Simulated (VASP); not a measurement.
# MoS2 (P-3m1) in VASP: further runs

The runs below take MoS2 through single point, with PBE+D3(BJ), LDA.

Everything below comes from runs of VASP 6.6.1. Logs are shortened: lines on timing, memory, paths and dates and some standing lists are left out, and cuts for length are marked.

**1. The cell of the first run**

It takes space group P-3m1 (No. 164, trigonal). Conventional cell: a = 3.174 Å, b = 3.174 Å, c = 5.811 Å, α = 90.00°, β = 90.00°, γ = 120.00°. Within 3.2 Å of Mo (site symmetry -3m) lie 6 S at 2.42 Å and 6 Mo at 3.17 Å. Within 3.3 Å of S (site symmetry 3m) lie 3 Mo at 2.42 Å and 9 S at 3.17 to 3.23 Å.

**2. Single point, PBE+D3(BJ)**

Input file INCAR:

```
SYSTEM = MoS2
ALGO = Normal
EDIFF = 1E-7
ENCUT = 520
GGA = PE
ISIF = 2
ISMEAR = -1
IVDW = 12
LASPH = .TRUE.
LCHARG = .TRUE.
LELF = .TRUE.
LREAL = .FALSE.
LVHAR = .TRUE.
LWAVE = .FALSE.
NBANDS = 20
NELM = 100
PREC = Accurate
SIGMA = 0.05
```

Input file KPOINTS:

```
k-points
0
G
  9 9 4
  0 0 0
```

Input file POSCAR:

```
MoS2
1.0
    3.1735000892      0.0000000000      0.0000000000
   -1.5867500446      2.7483316962      0.0000000000
    0.0000000000      0.0000000000      5.8108336212
Mo S
1 2
Direct
    0.0000000000      0.0000000000      0.5000000000
    0.6666666667      0.3333333333      0.7708753105
    0.3333333333      0.6666666667      0.2291246895
```

Potentials or basis: VASP PAW PBE potentials, release 64 (Mo_sv, S).

Launch:

```
$ cat potpaw_PBE.64/Mo_sv/POTCAR potpaw_PBE.64/S/POTCAR > POTCAR
$ mpirun -np 1 vasp_std > vasp.out
```

OUTCAR:

```text
SYSTEM = MoS2
   EDIFF = 1E-7
   ENCUT = 520
   GGA = PE
   ISIF = 2
   ISMEAR = -1
   IVDW = 12
   LASPH = .TRUE.
   LREAL = .FALSE.
   NELM = 100
   PREC = Accurate
 IVDW          = 12

 ion  position               nearest neighbor table
   1  0.000  0.000  0.500-   2 2.42   3 2.42   2 2.42   3 2.42   2 2.42   3 2.42
   2  0.667  0.333  0.771-   1 2.42   1 2.42   1 2.42
   3  0.333  0.667  0.229-   1 2.42   1 2.42   1 2.42

  LATTYP: Found a hexagonal cell.
 ALAT       =     3.1735000892
 C/A-ratio  =     1.8310488287

  Lattice vectors:

 A1 = (   3.1735000892,   0.0000000000,   0.0000000000)
 A2 = (  -1.5867500446,   2.7483316962,   0.0000000000)
 A3 = (   0.0000000000,   0.0000000000,   5.8108336212)

Analysis of symmetry for initial positions (statically):
=====================================================================
 Subroutine PRICEL returns:
 Original cell was already a primitive cell.

 Routine SETGRP: Setting up the symmetry group for a
 hexagonal supercell.

 Subroutine GETGRP returns: Found 12 space group operations
 (whereof 12 operations were pure point group operations)
 out of a pool of 24 trial point group operations.

The static configuration has the point symmetry D_3d.

Analysis of symmetry for dynamics (positions and initial velocities):
=====================================================================
 Subroutine PRICEL returns:
 Original cell was already a primitive cell.

 Routine SETGRP: Setting up the symmetry group for a
 hexagonal supercell.

 Subroutine GETGRP returns: Found 12 space group operations
 (whereof 12 operations were pure point group operations)
 out of a pool of 24 trial point group operations.

The dynamic configuration has the point symmetry D_3d.

 Subroutine INISYM returns: Found 12 space group operations
 (whereof 12 operations are pure point group operations),
 and found     1 'primitive' translations

----------------------------------------------------------------------------------------

                                     Primitive cell

  volume of cell :      50.6811

  direct lattice vectors                    reciprocal lattice vectors
     3.173500089  0.000000000  0.000000000     0.315109492  0.181928550  0.000000000
    -1.586750045  2.748331696  0.000000000     0.000000000  0.363857100  0.000000000
     0.000000000  0.000000000  5.810833621     0.000000000  0.000000000  0.172092348

  length of vectors
[... 81 lines left out ...]
   LASPH  =      T    aspherical Exc in radial PAW
   ENCUT  =  520.0 eV  38.22 Ry    6.18 a.u.   5.90  5.90 10.80*2*pi/ulx,y,z
   NELM   =    100;   NELMIN=  2; NELMDL= -5     # of ELM steps
   EDIFF  = 0.1E-06   stopping-criterion for ELM
   LREAL  =      F    real-space projection
   EDIFFG = 0.1E-05   stopping-criterion for IOM
   NSW    =      0    number of steps for IOM
   IBRION =     -1    ionic relax: 0-MD 1-quasi-New 2-CG
   NFREE  =      0    steps in history (QN), initial steepest desc. (CG)
   ISIF   =      2    stress and relaxation
   ISYM   =      2    0-nonsym 1-usesym 2-fastsym
   POTIM  = 0.5000    time-step for ionic-motion
   TEBEG  =    0.0;   TEEND  =   0.0 temperature during run
   PSTRESS=    0.0 pullay stress
   NELECT =      26.0000    total number of electrons
   NUPDOWN=      -1.0000    fix difference up-down
   EMIN   =  10.00;   EMAX   =-10.00  energy-range for DOS
   EFERMI =   0.00;   METHOD = LEGACY
   ISMEAR =    -1;   SIGMA  =   0.05  broadening in eV -4-tet -1-fermi 0-gaus
   EFERMI_NEDOS =   21; number of points for ismear=-14 and -15
   IALGO  =     38    algorithm
   IMIX   =      4    mixing-type and parameters
     AMIX     =   0.40;   BMIX     =  1.00
     AMIX_MAG =   1.60;   BMIX_MAG =  1.00
  volume/ion in A,a.u.               =      16.89       114.00
  Fermi-wavevector in a.u.,A,eV,Ry     =   1.310541  2.476563 23.368244  1.717517
  Thomas-Fermi vector in A             =   2.441064
   LORBIT       =      0    0 simple, 1 ext, 2 COOP (PROOUT), +10 PAW based schemes
   GGA     = PE    functional components
   LHFCALC =     F    Hartree Fock is set to
   AEXX    =    0.0000 exact exchange contribution
   IVDW    =    12    specifies the selected vdW correction
   LEPSILON=     F    determine dielectric tensor
   LRPA    =     F    only Hartree local field effects (RPA)
 non-spin polarized calculation
  energy-cutoff  :      520.00
  volume of cell :       50.68
 maximum number of plane-waves:      1378
   NGX = 11   NGY = 11   NGZ = 21

 number of electron      25.9999997 magnetization

 Free energy of the ion-electron system (eV)
  ---------------------------------------------------
  ext. energy  EPLUGINS =         0.00000000
  ---------------------------------------------------
  free energy    TOTEN  =       -20.94075220 eV

  energy without entropy =      -20.93222013  energy(sigma->0) =      -20.93648617

 E-fermi :   8.4600     XC(G=0): -11.2235

 val. band max:        8.4336979849   @ k =   0.1111   0.0000   0.0000
 cond. band min:       8.4994882075   @ k =  -0.1111   0.3333   0.2500
 fundamental gap:      0.0657902225
 Fermi energy:         8.4599933146

 k-point     1 :       0.0000    0.0000    0.0000
  band No.  band energies     occupation
      1     -53.3107      2.00000
      2     -27.3844      2.00000
      3     -27.2811      2.00000
      4     -27.2811      2.00000
      5      -6.7974      2.00000
      6      -4.9244      2.00000
[... 541 lines left out ...]
     19      16.8711      0.00000
     20      17.4539      0.00000

 [... further k-points ...]

------------------------ aborting loop because EDIFF is reached ----------------------------------------

 Edisp (eV)   -1.35096

 E8    (eV) :    -0.5458

  FORCE on cell =-STRESS in cart. coord.  units (eV):
  Direction    XX          YY          ZZ          XY          YZ          ZX
  --------------------------------------------------------------------------------------
  -------------------------------------------------------------------------------------
  Total      -0.03526    -0.03526    -0.02471     0.00000    -0.00000     0.00000
  in kB      -1.11479    -1.11479    -0.78104     0.00000    -0.00000     0.00000
  external pressure =       -1.00 kB  Pullay stress =        0.00 kB

 VOLUME and BASIS-vectors are now :
 -----------------------------------------------------------------------------
  energy-cutoff  :      520.00
  volume of cell :       50.68
      direct lattice vectors                 reciprocal lattice vectors
     3.173500089  0.000000000  0.000000000     0.315109492  0.181928550  0.000000000
    -1.586750045  2.748331696  0.000000000     0.000000000  0.363857100  0.000000000
     0.000000000  0.000000000  5.810833621     0.000000000  0.000000000  0.172092348

 POSITION                                       TOTAL-FORCE (eV/Angst)
 -----------------------------------------------------------------------------------
      0.00000      0.00000      2.90542        -0.000000      0.000000      0.000000
      1.58675      0.91611      4.47943         0.000000      0.000000     -0.011349
     -0.00000      1.83222      1.33141         0.000000     -0.000000      0.011349
 -----------------------------------------------------------------------------------
    total drift:                               -0.000000     -0.000000      0.000000

  FREE ENERGIE OF THE ION-ELECTRON SYSTEM (eV)
  ---------------------------------------------------
  free  energy   TOTEN  =       -22.2917102418 eV

  energy  without entropy=      -22.2831781681  energy(sigma->0) =      -22.28744420
```

stdout:

```text
POSCAR found type information on POSCAR MoS
 POSCAR found :  2 types and       3 ions
 scaLAPACK will be used
 LDA part: xc-table for (Slater+PW92), standard interpolation
 POSCAR, INCAR and KPOINTS ok, starting setup
 FFT: planning ... GRIDC
 FFT: planning ... GRID_SOFT
 FFT: planning ... GRID
 WAVECAR not read
 entering main loop
```

Run time: 54 s. Hardware: 1 thread of Intel Xeon 8259CL, shared host; peak memory 0.2 GiB.

Results:

```
Free energy                : -22.2917 eV
Pressure                   : -0.1 GPa
Largest force              : 0.011 eV/Å
Band gap on the k mesh     : zero (bands 13 and 14 overlap by 1.20 eV)
Dispersion energy per atom : -0.450 eV
```

Forces in eV/Å, atoms in the order of the input:
```
Mo   0.000  0.000  0.000
S    0.000  0.000 -0.011
S    0.000  0.000  0.011
```

**3. Single point, LDA**

This run uses another cell than the first one, of 17.84 Å³/atom.

Input file INCAR:

```
SYSTEM = MoS2
  PREC = Accurate
  ENCUT = 520
  EDIFF = 1E-7
  ISMEAR = -1
  SIGMA = 0.05
  LREAL = .False.
  LASPH = .True.
  NELM = 60
  ALGO = Normal
  ISIF = 2
  LWAVE = .False.
  LCHARG = .False.
  NBANDS = 20
```

Input file KPOINTS:

```
regular mesh
0
Gamma
  9 9 4
  0 0 0
```

Input file POSCAR:

```
MoS2
1.0
    3.1615794509      0.0000000000      0.0000000000
   -1.5807897255      2.7380081205      0.0000000000
    0.0000000000      0.0000000000      6.1836112739
Mo S
1 2
Direct
    0.0000000000      0.0000000000      0.5000000000
    0.6666666667      0.3333333333      0.7446806800
    0.3333333333      0.6666666667      0.2553193200
```

Potentials or basis: VASP PAW LDA potentials, release 64 (Mo_sv, S).

Launch:

```
$ cat potpaw_LDA.64/Mo_sv/POTCAR potpaw_LDA.64/S/POTCAR > POTCAR
$ mpirun -np 1 vasp_std > vasp.out
```

Run time: 49 s. Hardware: 1 thread of Intel Xeon 8259CL, shared host; peak memory 0.17 GiB.

The run converged. Its results:

```yaml
Free_energy: -23.5877 eV
Pressure: 2.9 GPa
Largest_force: 0.915 eV/Å
Band_gap_on_the_k_mesh: zero (bands 13 and 14 overlap by 0.97 eV)
```

Forces in eV/Å, atoms in the order of the input:
```
Mo   0.000  0.000  0.000
S    0.000  0.000  0.915
S    0.000  0.000 -0.915
```

Stress tensor (GPa, compression positive):
```
1.38 0.00 0.00
0.00 1.38 0.00
0.00 0.00 5.89
```

Levels at points of the mesh, in eV from the Fermi level:
```csv
k point,band 10,band 11,band 12,band 13,band 14,band 15,band 16,band 17
"(0.00, 0.00, 0.00)",-1.87,-1.25,-1.06,-1.06,-0.23,-0.23,3.47,3.47
"(0.00, 0.00, 0.50)",-3.86,-1.07,-1.07,-0.31,-0.31,0.00,3.66,3.66
```

**4. Single point, LDA**

This run uses another cell than the first one, of 18.22 Å³/atom.

Input file INCAR:

```
PREC = Accurate
ENCUT = 520
EDIFF = 1E-6
ISMEAR = -1
SIGMA = 0.05
LREAL = F
LASPH = T
NELM = 80
ALGO = Normal
ISIF = 2
LWAVE = F
LCHARG = F
GGA = CA
NBANDS = 20
```

Input file KPOINTS:

```
Automatic mesh
0
Gamma
  9 9 4
```

Input file POSCAR:

```
MoS2
1.0
    3.1838448285      0.0000000000      0.0000000000
   -1.5919224143      2.7572905031      0.0000000000
    0.0000000000      0.0000000000      6.2271592669
Mo S
1 2
Direct
    0.0000000000      0.0000000000      0.5000000000
    0.6666666667      0.3333333333      0.7446806800
    0.3333333333      0.6666666667      0.2553193200
```

Launch:

```
$ cat potpaw_LDA.64/Mo_sv/POTCAR potpaw_LDA.64/S/POTCAR > POTCAR
$ mpirun -np 1 vasp_std > vasp.out
```

Run time: 47 s. Hardware: 1 thread of Intel Xeon 8259CL, shared host; peak memory 0.17 GiB.

It converged, with:

```yaml
Free_energy: -23.5970 eV
Pressure: -0.4 GPa
Largest_force: 0.539 eV/Å
Band_gap_on_the_k_mesh: zero (bands 13 and 14 overlap by 0.97 eV)
```

Forces on the atoms (eV/Å):
```
Mo   0.000  0.000  0.000
S    0.000  0.000  0.539
S    0.000  0.000 -0.539
```

Stress tensor (GPa, compression positive):
```
-1.73  0.00  0.00
 0.00 -1.73  0.00
 0.00  0.00  2.34
```

Levels at points of the mesh, in eV from the Fermi level:
| k point | band 11 | band 12 | band 13 | band 14 | band 15 | band 16 |
| --- | --- | --- | --- | --- | --- | --- |
| (0.00, 0.00, 0.00) | -1.19 | -1.02 | -1.02 | -0.25 | -0.25 | 3.38 |
| (0.00, 0.00, 0.50) | -1.03 | -1.03 | -0.32 | -0.32 | -0.02 | 3.56 |

**5. Single point, LDA**

This run uses another cell than the first one, of 18.60 Å³/atom.

Input file INCAR:

```
SYSTEM = MoS2
PREC = Accurate
ENCUT = 520
EDIFF = 1E-6
ISMEAR = -1
SIGMA = 0.05
LREAL = .False.
LASPH = .True.
NELM = 100
ALGO = Normal
ISIF = 2
LWAVE = .False.
LCHARG = .True.
LELF = .True.
LVHAR = .True.
NBANDS = 20
```

Input file KPOINTS:

```
Automatic mesh
0
Gamma
  9 9 4
  0 0 0
```

Input file POSCAR:

```
MoS2
1.0
    3.2058030729      0.0000000000      0.0000000000
   -1.6029015365      2.7763069006      0.0000000000
    0.0000000000      0.0000000000      6.2701065500
Mo S
1 2
Direct
    0.0000000000      0.0000000000      0.5000000000
    0.6666666667      0.3333333333      0.7446806800
    0.3333333333      0.6666666667      0.2553193200
```

Potentials or basis: VASP PAW LDA potentials, release 64 (Mo_sv, S).

Launch:

```
$ cat potpaw_LDA.64/Mo_sv/POTCAR potpaw_LDA.64/S/POTCAR > POTCAR
$ mpirun -np 1 vasp_std > vasp.out
```

OUTCAR:

```text
SYSTEM = MoS2
   PREC = Accurate
   ENCUT = 520
   EDIFF = 1E-6
   ISMEAR = -1
   LREAL = .False.
   LASPH = .True.
   NELM = 100
   ISIF = 2

 ion  position               nearest neighbor table
   1  0.000  0.000  0.500-   2 2.40   3 2.40   3 2.40   2 2.40   2 2.40   3 2.40
   2  0.667  0.333  0.745-   1 2.40   1 2.40   1 2.40
   3  0.333  0.667  0.255-   1 2.40   1 2.40   1 2.40

  LATTYP: Found a hexagonal cell.
 ALAT       =     3.2058030729
 C/A-ratio  =     1.9558614199
[... 744 lines left out ...]

  FORCE on cell =-STRESS in cart. coord.  units (eV):
  Direction    XX          YY          ZZ          XY          YZ          ZX
  --------------------------------------------------------------------------------------
  -------------------------------------------------------------------------------------
  Total       -1.5691599     -1.5691599     -0.2900479      0.0000000      0.0000000      0.0000000
  in kB      -45.0503881    -45.0503881     -8.3272412      0.0000000      0.0000000      0.0000000
  external PRESSURE =     -32.8093392 kB  Pullay stress =       0.0000000 kB

 VOLUME and BASIS-vectors are now :
 -----------------------------------------------------------------------------
  energy-cutoff  :      520.00
  volume of cell :       55.81
      direct lattice vectors                 reciprocal lattice vectors
     3.205803073  0.000000000  0.000000000     0.311934320  0.180095363  0.000000000
    -1.602901536  2.776306901  0.000000000     0.000000000  0.360190727  0.000000000
     0.000000000  0.000000000  6.270106550     0.000000000  0.000000000  0.159486923

 POSITION                                       TOTAL-FORCE (eV/Angst)
 -----------------------------------------------------------------------------------
      0.00000      0.00000      3.13505         0.000000      0.000000      0.000000
      1.60290      0.92544      4.66923         0.000000      0.000000      0.190300
     -0.00000      1.85087      1.60088        -0.000000     -0.000000     -0.190300
 -----------------------------------------------------------------------------------
    total drift:                                0.000000     -0.000000      0.000000

  FREE ENERGIE OF THE ION-ELECTRON SYSTEM (eV)
  ---------------------------------------------------
  free  energy   TOTEN  =       -23.5843579823 eV

  energy  without entropy=      -23.5758651959  energy(sigma->0) =      -23.58011159
```

Wall time 48 s (1 thread of Intel Xeon 8259CL, shared host); peak memory 0.17 GiB.

What came out:

```yaml
Free_energy: -23.5844 eV
Pressure: -3.3 GPa
Largest_force: 0.190 eV/Å
Band_gap_on_the_k_mesh: zero (bands 13 and 14 overlap by 0.97 eV)
```

Forces in eV/Å, atoms in the order of the input:
```
Mo   0.000  0.000  0.000
S    0.000  0.000  0.190
S    0.000  0.000 -0.190
```

Caveat: the cell stands under tension.

**6. The runs side by side**

```tsv
level	potentials or basis	cell	gap on the mesh (eV)	pressure (GPa)	largest force (eV/Å)
PBE+D3(BJ)	VASP PAW PBE potentials, release 64 (Mo_sv, S)	a = 3.174, b = 3.174, c = 5.811 Å, angles 90.0, 90.0, 120.0°, 3 atoms, atomic positions A	none	-0.1	0.01
LDA	VASP PAW LDA potentials, release 64 (Mo_sv, S)	a = 3.162, b = 3.162, c = 6.184 Å, angles 90.0, 90.0, 120.0°, 3 atoms, atomic positions B	none	2.9	0.92
LDA	VASP PAW LDA potentials, release 64 (Mo_sv, S)	a = 3.184, b = 3.184, c = 6.227 Å, angles 90.0, 90.0, 120.0°, 3 atoms, atomic positions B	none	-0.4	0.54
LDA	VASP PAW LDA potentials, release 64 (Mo_sv, S)	a = 3.206, b = 3.206, c = 6.270 Å, angles 90.0, 90.0, 120.0°, 3 atoms, atomic positions B	none	-3.3	0.19
```

Alike in all rows: task single point; no spin polarisation; k mesh 9 × 9 × 4; cutoff (eV) 520; smearing fermi-dirac 0.05 eV.

Caveats: the cell stands under tension (at least some runs).

Absolute energies hang on the potentials; compare differences alone.
